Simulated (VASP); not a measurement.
# TaSi2 (Fd-3m) in VASP: notebook

Runs on TaSi2. Level: PBE. Tasks: single point, relaxation of cell and atoms.

Program: VASP 6.6.1. These are calculated values, not measurements. Logs are shortened: lines on timing, memory, paths and dates and some standing lists are left out, and cuts for length are marked.

## Step 1: The cell of the first run

The structure is cubic, space group Fd-3m (No. 227). Conventional cell: a = 6.948 Å, b = 6.948 Å, c = 6.948 Å, α = 90.00°, β = 90.00°, γ = 90.00°. Ta (site symmetry -43m) has 12 Si at 2.88 Å and 4 Ta at 3.01 Å within 3.8 Å. Within 3.2 Å of Si (site symmetry -3m) lie 6 Si at 2.46 Å and 6 Ta at 2.88 Å.

## Step 2: Single point, PBE

INCAR reads:

```
PREC = Accurate
ENCUT = 520
EDIFF = 1E-7
ISMEAR = 0
SIGMA = 0.1
LREAL = F
LASPH = T
NELM = 60
ALGO = Normal
ISIF = 2
LWAVE = F
LCHARG = F
GGA = PE
NBANDS = 28
```

KPOINTS reads:

```
Automatic mesh
0
Gamma
  10 10 10
```

POSCAR reads:

```
TaSi2
1.0
    0.0000000000      3.4738490188      3.4738490188
    3.4738490188      0.0000000000      3.4738490188
    3.4738490188      3.4738490188      0.0000000000
Ta Si
2 4
Direct
    0.5000000000      0.5000000000      0.5000000000
    0.7500000000      0.7500000000      0.7500000000
    0.1250000000      0.1250000000      0.1250000000
    0.6250000000      0.1250000000      0.1250000000
    0.1250000000      0.1250000000      0.6250000000
    0.1250000000      0.6250000000      0.1250000000
```

Potentials or basis: VASP PAW PBE potentials, release 64 (Ta_pv, Si).

The run is started by

```console
$ cat potpaw_PBE.64/Ta_pv/POTCAR potpaw_PBE.64/Si/POTCAR > POTCAR
$ mpirun -np 1 vasp_std > vasp.out
```

OUTCAR:

```text
PREC = Accurate
   ENCUT = 520
   EDIFF = 1E-7
   ISMEAR = 0
   LREAL = F
   LASPH = T
   NELM = 60
   ISIF = 2
   GGA = PE

 ion  position               nearest neighbor table
   1  0.500  0.500  0.500-   3 2.88   5 2.88   6 2.88   3 2.88   4 2.88   5 2.88   3 2.88   4 2.88
                             6 2.88   4 2.88   5 2.88   6 2.88   2 3.01   2 3.01   2 3.01   2 3.01
   2  0.750  0.750  0.750-   3 2.88   4 2.88   6 2.88   3 2.88   4 2.88   5 2.88   3 2.88   5 2.88
                             6 2.88   4 2.88   5 2.88   6 2.88   1 3.01   1 3.01   1 3.01   1 3.01
   3  0.125  0.125  0.125-   4 2.46   5 2.46   6 2.46   5 2.46   6 2.46   4 2.46   1 2.88   2 2.88
                             1 2.88   2 2.88   1 2.88   2 2.88
   4  0.625  0.125  0.125-   3 2.46   5 2.46   6 2.46   3 2.46   5 2.46   6 2.46   2 2.88   1 2.88
                             2 2.88   1 2.88   1 2.88   2 2.88
   5  0.125  0.125  0.625-   3 2.46   3 2.46   4 2.46   6 2.46   6 2.46   4 2.46   1 2.88   2 2.88
                             1 2.88   2 2.88   1 2.88   2 2.88
   6  0.125  0.625  0.125-   3 2.46   5 2.46   3 2.46   4 2.46   5 2.46   4 2.46   1 2.88   2 2.88
                             1 2.88   2 2.88   1 2.88   2 2.88

  LATTYP: Found a face centered cubic cell.
 ALAT       =     6.9476980376

  Lattice vectors:

 A1 = (   0.0000000000,   3.4738490188,   3.4738490188)
 A2 = (   3.4738490188,   0.0000000000,   3.4738490188)
 A3 = (   3.4738490188,   3.4738490188,   0.0000000000)

Analysis of symmetry for initial positions (statically):
=====================================================================
 Subroutine PRICEL returns:
 Original cell was already a primitive cell.

 Routine SETGRP: Setting up the symmetry group for a
 face centered cubic supercell.

 Subroutine GETGRP returns: Found 48 space group operations
 (whereof 24 operations were pure point group operations)
 out of a pool of 48 trial point group operations.

The static configuration has the point symmetry T_d .
 The point group associated with its full space group is O_h .

Analysis of symmetry for dynamics (positions and initial velocities):
=====================================================================
 Subroutine PRICEL returns:
 Original cell was already a primitive cell.

 Routine SETGRP: Setting up the symmetry group for a
 face centered cubic supercell.

 Subroutine GETGRP returns: Found 48 space group operations
 (whereof 24 operations were pure point group operations)
 out of a pool of 48 trial point group operations.

The dynamic configuration has the point symmetry T_d .
 The point group associated with its full space group is O_h .

 Subroutine INISYM returns: Found 48 space group operations
 (whereof 24 operations are pure point group operations),
 and found     1 'primitive' translations

[... 112 lines left out ...]
   PSTRESS=    0.0 pullay stress
   NELECT =      38.0000    total number of electrons
   NUPDOWN=      -1.0000    fix difference up-down
   EMIN   =  10.00;   EMAX   =-10.00  energy-range for DOS
   EFERMI =   0.00;   METHOD = LEGACY
   ISMEAR =     0;   SIGMA  =   0.10  broadening in eV -4-tet -1-fermi 0-gaus
   EFERMI_NEDOS =   21; number of points for ismear=-14 and -15
   IALGO  =     38    algorithm
   IMIX   =      4    mixing-type and parameters
     AMIX     =   0.40;   BMIX     =  1.00
     AMIX_MAG =   1.60;   BMIX_MAG =  1.00
  volume/ion in A,a.u.               =      13.97        94.30
  Fermi-wavevector in a.u.,A,eV,Ry     =   1.257521  2.376369 21.515681  1.581358
  Thomas-Fermi vector in A             =   2.391175
   LORBIT       =      0    0 simple, 1 ext, 2 COOP (PROOUT), +10 PAW based schemes
   GGA     = PE    functional components
   LHFCALC =     F    Hartree Fock is set to
   AEXX    =    0.0000 exact exchange contribution
   IVDW    =     0    specifies the selected vdW correction
   LEPSILON=     F    determine dielectric tensor
   LRPA    =     F    only Hartree local field effects (RPA)
 non-spin polarized calculation
 Gauss-broadening in eV      SIGMA  =   0.10
  energy-cutoff  :      520.00
  volume of cell :       83.84
 maximum number of plane-waves:      2279
 NGX is ok and might be reduce to    40
   NGX = 19   NGY = 19   NGZ = 19

 number of electron      38.0000003 magnetization

 Free energy of the ion-electron system (eV)
  ---------------------------------------------------
  ext. energy  EPLUGINS =         0.00000000
  ---------------------------------------------------
  free energy    TOTEN  =       -44.58771345 eV

  energy without entropy =      -44.57786134  energy(sigma->0) =      -44.58278740

 E-fermi :  10.3317     XC(G=0): -12.2591

 val. band max:       10.3286602394   @ k =   0.4000   0.2000   0.0000
 cond. band min:      10.3697287835   @ k =  -0.2000   0.3000   0.1000
 fundamental gap:      0.0410685440
 Fermi energy:        10.3317205438

 k-point     1 :       0.0000    0.0000    0.0000
  band No.  band energies     occupation
      1     -24.6096      2.00000
      2     -24.6096      2.00000
      3     -24.6096      2.00000
      4     -24.3515      2.00000
      5     -24.3515      2.00000
      6     -24.3515      2.00000
[... 733 lines left out ...]
     27      14.7679      0.00000
     28      15.1087      0.00000

 [... further k-points ...]

------------------------ aborting loop because EDIFF is reached ----------------------------------------

  FORCE on cell =-STRESS in cart. coord.  units (eV):
  Direction    XX          YY          ZZ          XY          YZ          ZX
  --------------------------------------------------------------------------------------
  -------------------------------------------------------------------------------------
  Total       -0.0051225     -0.0051225     -0.0051225     -0.0000000      0.0000000      0.0000000
  in kB       -0.0978881     -0.0978881     -0.0978881     -0.0000000      0.0000000      0.0000000
  external PRESSURE =      -0.0978881 kB  Pullay stress =       0.0000000 kB

 VOLUME and BASIS-vectors are now :
 -----------------------------------------------------------------------------
  energy-cutoff  :      520.00
  volume of cell :       83.84
      direct lattice vectors                 reciprocal lattice vectors
     0.000000000  3.473849019  3.473849019    -0.143932565  0.143932565  0.143932565
     3.473849019  0.000000000  3.473849019     0.143932565 -0.143932565  0.143932565
     3.473849019  3.473849019  0.000000000     0.143932565  0.143932565 -0.143932565

 POSITION                                       TOTAL-FORCE (eV/Angst)
 -----------------------------------------------------------------------------------
      3.47385      3.47385      3.47385        -0.000000     -0.000000      0.000000
      5.21077      5.21077      5.21077         0.000000      0.000000     -0.000000
      0.86846      0.86846      0.86846         0.000000      0.000000      0.000000
      0.86846      2.60539      2.60539         0.000000      0.000000      0.000000
      2.60539      2.60539      0.86846         0.000000      0.000000      0.000000
      2.60539      0.86846      2.60539         0.000000      0.000000      0.000000
 -----------------------------------------------------------------------------------
    total drift:                               -0.000000     -0.000000      0.000000

  FREE ENERGIE OF THE ION-ELECTRON SYSTEM (eV)
  ---------------------------------------------------
  free  energy   TOTEN  =       -44.5877134536 eV

  energy  without entropy=      -44.5778613437  energy(sigma->0) =      -44.58278740
```

OSZICAR:

```text
N       E                     dE             d eps       ncg     rms          rms(c)
DAV:   1     0.242406657259E+03    0.24241E+03   -0.18950E+04  2632   0.129E+03
DAV:   2    -0.359737997465E+02   -0.27838E+03   -0.27153E+03  3028   0.334E+02
DAV:   3    -0.467586510305E+02   -0.10785E+02   -0.10455E+02  3412   0.569E+01
DAV:   4    -0.469239995838E+02   -0.16535E+00   -0.16445E+00  3324   0.690E+00
DAV:   5    -0.469259723290E+02   -0.19727E-02   -0.19710E-02  3300   0.820E-01    0.222E+01
DAV:   6    -0.448228117055E+02    0.21032E+01   -0.11179E+01  3252   0.151E+01    0.102E+01
DAV:   7    -0.446482961193E+02    0.17452E+00   -0.85727E-01  3192   0.391E+00    0.562E+00
DAV:   8    -0.445891181474E+02    0.59178E-01   -0.11309E-01  3152   0.197E+00    0.590E-01
DAV:   9    -0.445879579151E+02    0.11602E-02   -0.73418E-03  3500   0.362E-01    0.359E-01
DAV:  10    -0.445877613946E+02    0.19652E-03   -0.11716E-03  3276   0.234E-01    0.371E-02
DAV:  11    -0.445877159598E+02    0.45435E-04   -0.22430E-04  3340   0.890E-02    0.306E-02
DAV:  12    -0.445877140065E+02    0.19533E-05   -0.11194E-05  3192   0.161E-02    0.500E-03
DAV:  13    -0.445877135919E+02    0.41456E-06   -0.10197E-06  3324   0.464E-03    0.207E-03
DAV:  14    -0.445877134148E+02    0.17706E-06   -0.28073E-08  1736   0.108E-03    0.960E-04
DAV:  15    -0.445877134536E+02   -0.38763E-07   -0.12086E-08  1672   0.699E-04
   1 F= -.44587713E+02 E0= -.44582787E+02  d E =-.985211E-02
```

Wall time 2 min (1 thread of Intel Xeon Platinum 8259CL at 2.50GHz (Skylake/Cascade Lake), shared host); peak memory 0.28 GiB.

Results:

```yaml
Free_energy: -44.5877 eV
Pressure: 0.0 GPa
Band_gap_on_the_k_mesh: zero (bands 19 and 20 overlap by 2.20 eV)
```

Levels at points of the mesh, in eV from the Fermi level:
| k point | band 15 | band 16 | band 17 | band 18 | band 19 | band 20 | band 21 | band 22 | band 23 | band 24 |
| --- | --- | --- | --- | --- | --- | --- | --- | --- | --- | --- |
| (0.00, 0.00, 0.00) | -5.47 | -5.47 | -2.46 | 0.45 | 0.45 | 0.45 | 1.98 | 1.98 | 2.64 | 2.64 |
| (0.50, 0.00, 0.00) | -2.99 | -2.99 | -0.59 | -0.50 | -0.50 | 0.89 | 0.89 | 1.15 | 2.15 | 2.15 |
| (0.50, 0.50, 0.00) | -2.05 | -2.05 | -1.84 | -1.84 | -1.75 | -1.75 | 2.13 | 2.13 | 2.84 | 2.84 |

Caveat: spin-orbit coupling is left out, which moves the levels of the heavy elements.

## Step 3: Relaxation of cell and atoms, PBE

This run uses another cell than the first one, of 14.03 Å³/atom.

INCAR reads:

```
SYSTEM = TaSi2
PREC = Accurate
ENCUT = 600
EDIFF = 1E-6
ISMEAR = 0
SIGMA = 0.1
LREAL = .FALSE.
LASPH = .TRUE.
NELM = 80
ALGO = Normal
ISIF = 3
LWAVE = .FALSE.
LCHARG = .FALSE.
GGA = PE
IBRION = 2
NSW = 100
EDIFFG = -0.01
```

KPOINTS reads:

```
regular mesh
0
G
  10 10 10
  0 0 0
```

POSCAR: that of step 2 with these lines changed.

```diff
@@ -2,5 +2,5 @@
 1.0
-    0.0000000000      3.4738490188      3.4738490188
-    3.4738490188      0.0000000000      3.4738490188
-    3.4738490188      3.4738490188      0.0000000000
+    0.0000000000      3.4783397540      3.4783397540
+    3.4783397540      0.0000000000      3.4783397540
+    3.4783397540      3.4783397540      0.0000000000
 Ta Si
```

Potentials or basis: VASP PAW PBE potentials, release 64 (Ta_pv, Si).

The run is started by

```console
$ cat potpaw_PBE.64/Ta_pv/POTCAR potpaw_PBE.64/Si/POTCAR > POTCAR
$ mpirun -np 1 vasp_std > vasp.out
```

OUTCAR:

```text
SYSTEM = TaSi2
   PREC = Accurate
   ENCUT = 600
   EDIFF = 1E-6
   ISMEAR = 0
   LREAL = .FALSE.
   LASPH = .TRUE.
   NELM = 80
   ISIF = 3
   GGA = PE
   IBRION = 2
   NSW = 100
   EDIFFG = -0.01

 ion  position               nearest neighbor table
   1  0.500  0.500  0.500-   3 2.88   5 2.88   6 2.88   3 2.88   4 2.88   5 2.88   3 2.88   4 2.88
                             6 2.88   4 2.88   5 2.88   6 2.88   2 3.01   2 3.01   2 3.01   2 3.01
   2  0.750  0.750  0.750-   4 2.88   5 2.88   6 2.88   3 2.88   4 2.88   6 2.88   3 2.88   4 2.88
                             5 2.88   3 2.88   5 2.88   6 2.88   1 3.01   1 3.01   1 3.01   1 3.01
   3  0.125  0.125  0.125-   4 2.46   5 2.46   6 2.46   5 2.46   6 2.46   4 2.46   1 2.88   2 2.88
                             1 2.88   2 2.88   1 2.88   2 2.88
   4  0.625  0.125  0.125-   3 2.46   5 2.46   6 2.46   3 2.46   5 2.46   6 2.46   2 2.88   1 2.88
                             1 2.88   2 2.88   2 2.88   1 2.88
   5  0.125  0.125  0.625-   3 2.46   3 2.46   4 2.46   6 2.46   6 2.46   4 2.46   1 2.88   2 2.88
                             1 2.88   2 2.88   1 2.88   2 2.88
   6  0.125  0.625  0.125-   3 2.46   5 2.46   3 2.46   4 2.46   5 2.46   4 2.46   2 2.88   1 2.88
                             2 2.88   2 2.88   1 2.88   1 2.88

  LATTYP: Found a face centered cubic cell.
 ALAT       =     6.9566795080

  Lattice vectors:

 A1 = (   0.0000000000,   3.4783397540,   3.4783397540)
 A2 = (   3.4783397540,   0.0000000000,   3.4783397540)
 A3 = (   3.4783397540,   3.4783397540,   0.0000000000)
[... 194 lines left out ...]
  Total       -0.3417807     -0.3417807     -0.3417807      0.0000000     -0.0000000      0.0000000
  in kB       -6.5059717     -6.5059717     -6.5059717      0.0000000     -0.0000000      0.0000000
  external PRESSURE =      -6.5059717 kB  Pullay stress =       0.0000000 kB
[... 67 lines left out ...]
--------------------------------------- Ionic step        3  -------------------------------------------

 number of electron      38.0000003 magnetization

 Free energy of the ion-electron system (eV)
  ---------------------------------------------------
  ext. energy  EPLUGINS =         0.00000000
  ---------------------------------------------------
  free energy    TOTEN  =       -44.58920259 eV

  energy without entropy =      -44.57935070  energy(sigma->0) =      -44.58427665

 E-fermi :  10.3320     XC(G=0): -12.2592

 val. band max:       10.3289850545   @ k =   0.4000   0.2000   0.0000
 cond. band min:      10.3700390784   @ k =  -0.2000   0.3000   0.1000
 fundamental gap:      0.0410540240
 Fermi energy:        10.3320408411

 k-point     1 :       0.0000    0.0000    0.0000
  band No.  band energies     occupation
      1     -24.6088      2.00000
      2     -24.6088      2.00000
      3     -24.6088      2.00000
      4     -24.3507      2.00000
      5     -24.3507      2.00000
      6     -24.3507      2.00000
[... 613 lines left out ...]
     22      11.8134      0.00000
     23      12.0140      0.00000

 [... further k-points ...]

------------------------ aborting loop because EDIFF is reached ----------------------------------------

  FORCE on cell =-STRESS in cart. coord.  units (eV):
  Direction    XX          YY          ZZ          XY          YZ          ZX
  --------------------------------------------------------------------------------------
  -------------------------------------------------------------------------------------
  Total        0.0067479      0.0067479      0.0067479     -0.0000000      0.0000000     -0.0000000
  in kB        0.1289528      0.1289528      0.1289528     -0.0000000      0.0000000     -0.0000000
  external PRESSURE =       0.1289528 kB  Pullay stress =       0.0000000 kB
[... 21 lines left out ...]
  FREE ENERGIE OF THE ION-ELECTRON SYSTEM (eV)
  ---------------------------------------------------
  free  energy   TOTEN  =       -44.5892025886 eV

  energy  without entropy=      -44.5793507049  energy(sigma->0) =      -44.58427665

 reached required accuracy - stopping structural energy minimisation
```

CONTCAR:

```text
TaSi2
   1.00000000000000
     0.0000000000000000    3.4738156217560641    3.4738156217560641
     3.4738156217560641   -0.0000000000000000    3.4738156217560641
     3.4738156217560641    3.4738156217560641   -0.0000000000000000
  Ta              Si
     2     4
Direct
     0.5000000000000000    0.5000000000000000    0.5000000000000000
     0.7500000000000000    0.7500000000000000    0.7500000000000000
     0.1250000000000000    0.1250000000000000    0.1250000000000000
     0.6250000000000000    0.1250000000000000    0.1250000000000000
     0.1250000000000000    0.1250000000000000    0.6250000000000000
     0.1250000000000000    0.6250000000000000    0.1250000000000000

  0.00000000E+00  0.00000000E+00  0.00000000E+00
  0.00000000E+00  0.00000000E+00  0.00000000E+00
  0.00000000E+00  0.00000000E+00  0.00000000E+00
  0.00000000E+00  0.00000000E+00  0.00000000E+00
  0.00000000E+00  0.00000000E+00  0.00000000E+00
  0.00000000E+00  0.00000000E+00  0.00000000E+00
```

It took 3.2 min on 1 thread of Intel Xeon Platinum 8259CL at 2.50GHz (Skylake/Cascade Lake), shared host; peak memory 0.3 GiB.

Results:

| Property | Result |
| --- | --- |
| Free energy | -44.5892 eV |
| Relaxed volume | 13.97 Å³/atom |
| Relaxed cell | a = 4.913 Å, b = 4.913 Å, c = 4.913 Å, α = 60.00°, β = 60.00°, γ = 60.00° |
| Space group after relaxing (to 0.1 Å) | Fd-3m (No. 227) |
| Energy gained by relaxing | 0.1 meV/atom |
| Ionic steps | 3 |
| Pressure after relaxing | 0.0 GPa |
| Band gap on the k mesh | zero (bands 19 and 20 overlap by 2.20 eV) |

The path:
```
step  energy change (eV)  largest force (eV/Å)  pressure (GPa)  volume (Å³)
   1              0.0000                0.0000           -0.65        84.17
   2              0.0002                0.0000            0.79        83.48
   3             -0.0007                0.0000            0.01        83.84
```

Final structure:
```
Ta Si
1.0
     0.00000    3.47382    3.47382
     3.47382    0.00000    3.47382
     3.47382    3.47382    0.00000
Ta Si
2 4
Cartesian
  3.4738 3.4738 3.4738
  5.2107 5.2107 5.2107
  0.8685 0.8685 0.8685
  0.8685 2.6054 2.6054
  2.6054 2.6054 0.8685
  2.6054 0.8685 2.6054
```

Levels at points of the mesh, in eV from the Fermi level:
```
           k point  band 15  band 16  band 17  band 18  band 19  band 20  band 21  band 22  band 23
(0.00, 0.00, 0.00)    -5.47    -5.47    -2.46     0.45     0.45     0.45     1.98     1.98     2.64
(0.50, 0.00, 0.00)    -2.99    -2.99    -0.59    -0.50    -0.50     0.89     0.89     1.15     2.15
(0.50, 0.50, 0.00)    -2.05    -2.05    -1.84    -1.84    -1.75    -1.75     2.13     2.13     2.84
```

Caveat: spin-orbit coupling is left out, which moves the levels of the heavy elements.
